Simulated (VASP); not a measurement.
Be, 2 atoms in the cell. Symmetry: P6_3/mmc, No. 194, hexagonal system. The conventional cell has a = 2.262 Å, b = 2.262 Å, c = 3.569 Å, α = 90.00°, β = 90.00°, γ = 120.00°. Be (site symmetry -6m2) has 12 Be at 2.21 to 2.26 Å within 2.9 Å. 

- Program: VASP 6.6.1
- Task: single point
- Functional: r2SCAN
- Potentials or basis: VASP PAW PBE potentials, release 64 (Be)
- Cutoff: 520 eV
- k mesh: 21 × 21 × 12
- Occupations: gaussian, width 0.1 eV
- Spin: no spin polarisation
- Dipole correction: no
- Further INCAR settings: ALGO = Normal; EDIFF = 1e-06; NBANDS = 9

Potentials or basis: VASP PAW PBE potentials, release 64 (Be).

Run with:

```bash
$ cat potpaw_PBE.64/Be/POTCAR > POTCAR
$ cp INCAR.step1 INCAR
$ mpirun -np 1 vasp_std > vasp.out
$ cp INCAR.step2 INCAR
$ mpirun -np 1 vasp_std > vasp.out
```

Hardware: 1 thread of Intel(R) Xeon(R) Platinum 8488C (Sapphire Rapids), with other jobs on the host.

**Question.** Estimate the wall time of this run.

**Answer.** Wall time 74 s on 1 thread of Intel(R) Xeon(R) Platinum 8488C (Sapphire Rapids) (shared host), peak memory 0.15 GiB. Counts: k points 336.
